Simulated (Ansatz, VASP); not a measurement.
# Ca: VASP beside Ansatz

The input INCAR:

```
PREC = Accurate ; ENCUT = 520
EDIFF = 1E-6 ; ISMEAR = -1
SIGMA = 0.1 ; LREAL = F
LASPH = T ; NELM = 100
ALGO = Normal ; ISIF = 2
LWAVE = F ; LCHARG = F
GGA = RE ; NBANDS = 17
```

Contents of KPOINTS:

```
regular mesh
0
Gamma
  10 10 6
```

Contents of POSCAR:

```
Ca
1.0
    4.0641367174      0.0000000000      0.0000000000
   -2.0320683587      3.5196456417      0.0000000000
    0.0000000000      0.0000000000      6.6734883475
Ca
2
Direct
    0.3333333333      0.6666666667      0.2500000000
    0.6666666667      0.3333333333      0.7500000000
```

Input for Ansatz:

```yaml
crystal:
  lattice:
    - [4.0641367174, 0.0, 0.0]
    - [-2.0320683587, 3.5196456417, 0.0]
    - [0.0, 0.0, 6.6734883475]
  atoms:
    - { symbol: Ca, position: [0.3333333333, 0.6666666667, 0.25] }
    - { symbol: Ca, position: [0.6666666667, 0.3333333333, 0.75] }
hamiltonian:
  xc: revpbe
  pseudopotentials:
    kind: paw
    azcp:
      Ca: "pseudopotentials/Ca.paw.azcp"
basis:
  ecutwfc: 420
  fft_grid_basis: typed
kpoints:
  mp_grid: { grid: [10, 10, 6], shift: [0, 0, 0] }
magnetization:
  spin_polarized: false
scf:
  occupations: { method: fermi_dirac, width: 0.1 }
  lower_state_search: "off"
output:
  stress: true
```

Alike in both runs: task single point; functional revPBE; k mesh 10 × 10 × 6; occupations fermi-dirac, width 0.1 eV; no spin polarisation.

```csv
,VASP,Ansatz
version,VASP 6.6.1,Ansatz 0.2.0
potentials or method,"VASP PAW PBE potentials, release 64 (Ca_sv), cutoff 520 eV","plane waves (420 eV) with PAW, scalar-relativistic"
valence electrons in the cell,20,20
```

```csv
,VASP,Ansatz,Ansatz less VASP
pressure (GPa),-1.1,-1.1,0.00
"traceless stress, the component that is largest in VASP (GPa)",-0.05,-0.05,-0.003
```

VASP's potentials were made for PBE, not for revPBE. The functional is the same, so the differences come from potentials, cutoffs and numerics.
